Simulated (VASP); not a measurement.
Input of a VASP 6.6.1 run:

INCAR

```
  ALGO = Normal
  EDIFF = 1E-7
  ENCUT = 520
  GGA = PS
  ISIF = 2
  ISMEAR = 0
  LASPH = True
  LCHARG = False
  LREAL = False
  LWAVE = False
  NBANDS = 26
  NELM = 60
  PREC = Accurate
  SIGMA = 0.05
```

File KPOINTS:

```
k-points
0
Gamma
  9 9 6
```

POSCAR

```
ZnO
1.0
    3.3219642457      0.0000000000      0.0000000000
   -1.6609821228      2.8769054272      0.0000000000
    0.0000000000      0.0000000000      4.9334491013
Zn O
2 2
Direct
    0.3333333333      0.6666666667      0.0015754469
    0.6666666667      0.3333333333      0.5015754469
    0.3333333333      0.6666666667      0.3805245531
    0.6666666667      0.3333333333      0.8805245531
```

Potentials or basis: VASP PAW PBE potentials, release 64 (Zn, O).

Launch:

```sh
$ cat potpaw_PBE.64/Zn/POTCAR potpaw_PBE.64/O/POTCAR > POTCAR
$ mpirun -np 1 vasp_std > vasp.out
```

Problem. Estimate the pressure.

Solution. 2.5 GPa.

Problem. Predict the band gap on the k mesh.

Solution. 0.71 eV, direct.

Stress tensor (GPa, compression positive):
```
-4.73  0.00  0.00
 0.00 -4.73  0.00
 0.00  0.00 16.87
```

Caveat: the PAW data sets were made with another functional, which shifts forces and pressure a little.
